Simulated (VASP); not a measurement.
# WSe2: single point with LDA

The system is WSe2, a slab with vacuum.

```
CELL_PARAMETERS angstrom
3.29058 0.00000 0.00000
-1.64529 2.84972 0.00000
0.00000 0.00000 16.66031
ATOMIC_POSITIONS crystal
W 0.00000 0.00000 0.00000
Se 0.33333 0.66667 0.09993
Se 0.33333 0.66667 0.90007
```

```json
{"Program": "VASP 6.6.1", "Task": "single point", "Functional": "LDA", "Potentials or basis": "VASP PAW LDA potentials, release 64 (W_sv, Se)", "Cutoff": "500 eV", "k mesh": "9 × 9 × 2", "Occupations": "gaussian, width 0.05 eV", "Spin": "no spin polarisation"}
```

| Property | Result |
| --- | --- |
| Largest force | 0.196 eV/Å |
| Band gap on the k mesh | 1.60 eV, direct |

Forces on the atoms (eV/Å):
```
W    0.000  0.000  0.000
Se   0.000  0.000 -0.196
Se   0.000  0.000  0.196
```

Levels at points of the mesh, in eV from the valence-band top:
```
           k point  band 10  band 11  band 12  band 13  band 14  band 15  band 16  band 17
(0.00, 0.00, 0.00)    -2.14    -1.22    -1.22    -0.33     3.01     3.01     3.22     3.22
(0.00, 0.00, 0.50)    -2.14    -1.22    -1.22    -0.33     3.01     3.01     3.22     3.22
```

Run time: 73 s on 1 thread of Intel(R) Xeon(R) Platinum 8488C (Sapphire Rapids) (shared host), peak memory 0.24 GiB.

Caveat: spin-orbit coupling is left out, which moves the levels of the heavy elements.
